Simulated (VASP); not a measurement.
# SiO2 (Fddd) in VASP: single point with r2SCAN

Aim: the single point of SiO2 with r2SCAN.

All numbers are computed with VASP 6.6.1; they aren't measurements. Logs are shortened: lines on timing, memory, paths and dates and some standing lists are left out, and cuts for length are marked.

**1. The cell of the first run**

The structure is orthorhombic, space group Fddd (No. 70). Conventional cell: a = 4.714 Å, b = 9.433 Å, c = 14.731 Å, α = 90.00°, β = 90.00°, γ = 90.00°. Within 2.1 Å of Si (site symmetry 2) lie 4 O at 1.60 to 1.62 Å. O (site symmetry -1) has 2 Si at 1.60 Å within 2.1 Å. O (site symmetry 2) has 2 Si at 1.62 Å within 2.2 Å.

**2. Single point, r2SCAN**

The input, POSCAR:

```
SiO2
1.0
    0.0000000000      4.7164957307      7.3654551465
    2.3572237397      0.0000000000      7.3654551465
    2.3572237397      4.7164957307      0.0000000000
Si O
4 8
Direct
    0.5631475368      0.5631475368      0.9368524632
    0.3131475368      0.3131475368      0.6868524632
    0.6868524632      0.6868524632      0.3131475368
    0.9368524632      0.9368524632      0.5631475368
    0.6250000000      0.1250000000      0.6250000000
    0.6250000000      0.6250000000      0.1250000000
    0.6250000000      0.6250000000      0.6250000000
    0.1250000000      0.6250000000      0.6250000000
    0.1862124640      0.8137875360      0.1862124640
    0.8137875360      0.1862124640      0.8137875360
    0.4362124640      0.0637875360      0.4362124640
    0.0637875360      0.4362124640      0.0637875360
```

The input, INCAR.step1:

```
SYSTEM = SiO2
PREC     = Accurate       ! precision mode
ENCUT    = 520            ! plane-wave cutoff, eV
ISMEAR   = -1             ! smearing method
SIGMA    = 0.02           ! smearing width, eV
LREAL    = .FALSE.        ! projectors in reciprocal space
LASPH    = .TRUE.         ! aspherical terms in the spheres
NELM     = 60             ! most SCF steps
NBANDS   = 44             ! bands
GGA      = PE             ! functional
ALGO     = Normal         ! electronic algorithm
EDIFF    = 1E-4           ! SCF threshold, eV
LWAVE    = .TRUE.         ! write WAVECAR
LCHARG   = .FALSE.        ! write CHGCAR
```

The input, INCAR.step2:

```
SYSTEM = SiO2
PREC     = Accurate       ! precision mode
ENCUT    = 520            ! plane-wave cutoff, eV
EDIFF    = 1E-6           ! SCF threshold, eV
ISMEAR   = -1             ! smearing method
SIGMA    = 0.02           ! smearing width, eV
LREAL    = .FALSE.        ! projectors in reciprocal space
LASPH    = .TRUE.         ! aspherical terms in the spheres
NELM     = 60             ! most SCF steps
ALGO     = Normal         ! electronic algorithm
ISIF     = 2              ! what is computed and relaxed
LWAVE    = .FALSE.        ! write WAVECAR
LCHARG   = .FALSE.        ! write CHGCAR
METAGGA  = R2SCAN         ! meta-GGA
LMIXTAU  = .TRUE.       
NBANDS   = 44             ! bands
ISTART   = 1
```

The input, KPOINTS:

```
Automatic mesh
0
G
  6 6 6
  0 0 0
```

Potentials or basis: VASP PAW PBE potentials, release 64 (Si, O).

Run with:

```bash
> cat potpaw_PBE.64/Si/POTCAR potpaw_PBE.64/O/POTCAR > POTCAR
> cp INCAR.step1 INCAR
> mpirun -np 1 vasp_std > vasp.out
> cp INCAR.step2 INCAR
> mpirun -np 1 vasp_std > vasp.out
```

OUTCAR:

```text
SYSTEM = SiO2
   PREC = Accurate
   ENCUT = 520
   EDIFF = 1E-6
   ISMEAR = -1
   LREAL = .FALSE.
   LASPH = .TRUE.
   NELM = 60
   ISIF = 2
   METAGGA = R2SCAN
   ISTART = 1

 ion  position               nearest neighbor table
   1  0.563  0.563  0.937-   6 1.60   7 1.60   9 1.62  10 1.62   4 3.00   4 3.00
   2  0.313  0.313  0.687-   5 1.60   8 1.60  11 1.62  12 1.62   3 3.00   3 3.00
   3  0.687  0.687  0.313-   6 1.60   7 1.60  11 1.62  12 1.62   2 3.00   2 3.00
   4  0.937  0.937  0.563-   5 1.60   8 1.60   9 1.62  10 1.62   1 3.00   1 3.00
   5  0.625  0.125  0.625-   2 1.60   4 1.60
   6  0.625  0.625  0.125-   1 1.60   3 1.60
   7  0.625  0.625  0.625-   1 1.60   3 1.60
   8  0.125  0.625  0.625-   2 1.60   4 1.60
   9  0.186  0.814  0.186-   1 1.62   4 1.62
  10  0.814  0.186  0.814-   1 1.62   4 1.62
  11  0.436  0.064  0.436-   2 1.62   3 1.62
  12  0.064  0.436  0.064-   2 1.62   3 1.62

  LATTYP: Found a face centered orthorhombic cell.
 ALAT       =     4.7144474794
 B/A-ratio  =     2.0008689253
 C/A-ratio  =     3.1246313290

  Lattice vectors:

 A1 = (   0.0000000000,   4.7164957307,   7.3654551465)
 A2 = (   2.3572237397,   0.0000000000,   7.3654551465)
 A3 = (   2.3572237397,   4.7164957307,   0.0000000000)

Analysis of symmetry for initial positions (statically):
=====================================================================
 Subroutine PRICEL returns:
 Original cell was already a primitive cell.

 Routine SETGRP: Setting up the symmetry group for a
 face centered orthorhombic supercell.

 Subroutine GETGRP returns: Found  8 space group operations
 (whereof  4 operations were pure point group operations)
 out of a pool of  8 trial point group operations.

The static configuration has the point symmetry D_2 .
 The point group associated with its full space group is D_2h.

Analysis of symmetry for dynamics (positions and initial velocities):
=====================================================================
 Subroutine PRICEL returns:
 Original cell was already a primitive cell.

 Routine SETGRP: Setting up the symmetry group for a
 face centered orthorhombic supercell.

 Subroutine GETGRP returns: Found  8 space group operations
 (whereof  4 operations were pure point group operations)
 out of a pool of  8 trial point group operations.
[... 129 lines left out ...]
   ISYM   =      2    0-nonsym 1-usesym 2-fastsym
   POTIM  = 0.5000    time-step for ionic-motion
   TEBEG  =    0.0;   TEEND  =   0.0 temperature during run
   PSTRESS=    0.0 pullay stress
   NELECT =      64.0000    total number of electrons
   NUPDOWN=      -1.0000    fix difference up-down
   EMIN   =  10.00;   EMAX   =-10.00  energy-range for DOS
   EFERMI =   0.00;   METHOD = LEGACY
   ISMEAR =    -1;   SIGMA  =   0.02  broadening in eV -4-tet -1-fermi 0-gaus
   EFERMI_NEDOS =   21; number of points for ismear=-14 and -15
   IALGO  =     38    algorithm
   IMIX   =      4    mixing-type and parameters
     AMIX     =   0.40;   BMIX     =  1.00
     AMIX_MAG =   1.60;   BMIX_MAG =  1.00
  volume/ion in A,a.u.               =      13.65        92.10
  Fermi-wavevector in a.u.,A,eV,Ry     =   1.196883  2.261780 19.490725  1.432528
  Thomas-Fermi vector in A             =   2.332812
   LORBIT       =      0    0 simple, 1 ext, 2 COOP (PROOUT), +10 PAW based schemes
   METAGGA = R2SCAN    functional components
   LHFCALC =     F    Hartree Fock is set to
   AEXX    =    0.0000 exact exchange contribution
   IVDW    =     0    specifies the selected vdW correction
   LEPSILON=     F    determine dielectric tensor
   LRPA    =     F    only Hartree local field effects (RPA)
 non-spin polarized calculation
  energy-cutoff  :      520.00
  volume of cell :      163.78
 maximum number of plane-waves:      4434
 NGX is ok and might be reduce to    70
   NGX = 33   NGY = 29   NGZ = 19

 number of electron      64.0000006 magnetization

 Free energy of the ion-electron system (eV)
  ---------------------------------------------------
  ext. energy  EPLUGINS =         0.00000000
  ---------------------------------------------------
  free energy    TOTEN  =      -119.08142889 eV

  energy without entropy =     -119.08142889  energy(sigma->0) =     -119.08142889

 E-fermi :   0.4868     XC(G=0):  -9.1925

 val. band max:        0.0220791914   @ k =   0.0000   0.0000   0.0000
 cond. band min:       6.4239927814   @ k =   0.0000   0.0000   0.0000
 fundamental gap:      6.4019135900
 Fermi energy:         0.4867778002

 k-point     1 :       0.0000    0.0000    0.0000
  band No.  band energies     occupation
      1     -20.3901      2.00000
      2     -19.4697      2.00000
      3     -19.4520      2.00000
      4     -18.4148      2.00000
      5     -18.3744      2.00000
      6     -18.2756      2.00000
[... 1117 lines left out ...]
     43      12.9787      0.00000
     44      13.2536      0.00000

 [... further k-points ...]

------------------------ aborting loop because EDIFF is reached ----------------------------------------

  FORCE on cell =-STRESS in cart. coord.  units (eV):
  Direction    XX          YY          ZZ          XY          YZ          ZX
  --------------------------------------------------------------------------------------
  -------------------------------------------------------------------------------------
  Total        0.3268981      0.0520288      0.2419017      0.0000000      0.0000000      0.0000000
  in kB        3.1979607      0.5089842      2.3664624      0.0000000      0.0000000      0.0000000
  external PRESSURE =       2.0244691 kB  Pullay stress =       0.0000000 kB

 VOLUME and BASIS-vectors are now :
 -----------------------------------------------------------------------------
  energy-cutoff  :      520.00
  volume of cell :      163.78
      direct lattice vectors                 reciprocal lattice vectors
     0.000000000  4.716495731  7.365455147    -0.212113934  0.106010909  0.067884467
     2.357223740  0.000000000  7.365455147     0.212113934 -0.106010909  0.067884467
     2.357223740  4.716495731  0.000000000     0.212113934  0.106010909 -0.067884467

 POSITION                                       TOTAL-FORCE (eV/Angst)
 -----------------------------------------------------------------------------------
      3.53584      7.07474      8.29568        -0.000000      0.000000      0.041217
      2.35722      4.71650      4.61295         0.000000     -0.000000      0.041217
      2.35722      4.71650     10.11796         0.000000     -0.000000     -0.041217
      3.53584      7.07474     13.80069        -0.000000      0.000000     -0.041217
      1.76792      5.89562      5.52409        -0.000000      0.000000      0.000000
      1.76792      3.53737      9.20682        -0.000000      0.000000      0.000000
      2.94653      5.89562      9.20682        -0.000000      0.000000      0.000000
      2.94653      3.53737      5.52409        -0.000000      0.000000      0.000000
      2.35722      1.75654      7.36546         0.000000     -0.004248      0.000000
      2.35722      7.67645      7.36546         0.000000      0.004248      0.000000
      1.17861      4.11479      3.68273        -0.000000     -0.004248      0.000000
      1.17861      0.60171      3.68273        -0.000000      0.004248      0.000000
 -----------------------------------------------------------------------------------
    total drift:                               -0.000000     -0.000000      0.000000

  FREE ENERGIE OF THE ION-ELECTRON SYSTEM (eV)
  ---------------------------------------------------
  free  energy   TOTEN  =      -119.0814288887 eV

  energy  without entropy=     -119.0814288887  energy(sigma->0) =     -119.08142889
```

OUTCAR.step1:

```text
SYSTEM = SiO2
   PREC = Accurate
   ENCUT = 520
   ISMEAR = -1
   LREAL = .FALSE.
   LASPH = .TRUE.
   NELM = 60
[... 1391 lines left out ...]
      2.35722      7.67645      7.36546         0.000000      0.349429     -0.000000
      1.17861      4.11479      3.68273        -0.000000     -0.349429     -0.000000
      1.17861      0.60171      3.68273        -0.000000      0.349429     -0.000000
 -----------------------------------------------------------------------------------
    total drift:                               -0.000000     -0.000000      0.000000

  FREE ENERGIE OF THE ION-ELECTRON SYSTEM (eV)
  ---------------------------------------------------
  free  energy   TOTEN  =       -94.6948639699 eV

  energy  without entropy=      -94.6948639699  energy(sigma->0) =      -94.69486397
```

OSZICAR.step1:

```text
N       E                     dE             d eps       ncg     rms          rms(c)
DAV:   1     0.393827745905E+03    0.39383E+03   -0.33306E+04  4064   0.133E+03
DAV:   2    -0.790402825313E+02   -0.47287E+03   -0.45899E+03  5120   0.313E+02
DAV:   3    -0.107378136343E+03   -0.28338E+02   -0.28208E+02  5072   0.813E+01
DAV:   4    -0.107730815710E+03   -0.35268E+00   -0.35212E+00  4944   0.100E+01
DAV:   5    -0.107736762233E+03   -0.59465E-02   -0.59420E-02  4980   0.127E+00    0.298E+01
DAV:   6    -0.946745096770E+02    0.13062E+02   -0.49248E+01  4708   0.326E+01    0.141E+01
DAV:   7    -0.946873404717E+02   -0.12831E-01   -0.15086E+00  4776   0.511E+00    0.507E+00
DAV:   8    -0.946793872180E+02    0.79533E-02   -0.73393E-02  4876   0.170E+00    0.201E+00
DAV:   9    -0.946924892415E+02   -0.13102E-01   -0.40581E-02  4520   0.121E+00    0.368E-01
DAV:  10    -0.946948440476E+02   -0.23548E-02   -0.39476E-03  4508   0.305E-01    0.112E-01
DAV:  11    -0.946948639699E+02   -0.19922E-04   -0.87041E-04  4724   0.158E-01
   1 F= -.94694864E+02 E0= -.94694864E+02  d E =-.240981E-10
```

Wall time 21 min (1 thread of AMD EPYC 9R45 (Zen 5), shared host); peak memory 0.54 GiB.

What came out:

* Free energy: -119.0814 eV
* Pressure: 0.2 GPa
* Largest force: 0.041 eV/Å
* Band gap on the k mesh: 6.40 eV

Forces in eV/Å, atoms in the order of the input:
```
Si   0.000  0.000  0.041
Si   0.000  0.000  0.041
Si   0.000  0.000 -0.041
Si   0.000  0.000 -0.041
O    0.000  0.000  0.000
O    0.000  0.000  0.000
O    0.000  0.000  0.000
O    0.000  0.000  0.000
O    0.000 -0.004  0.000
O    0.000  0.004  0.000
O    0.000 -0.004  0.000
O    0.000  0.004  0.000
```

Caveat: the PAW data sets were made with another functional, which shifts forces and pressure a little. A k mesh can miss the band edges.
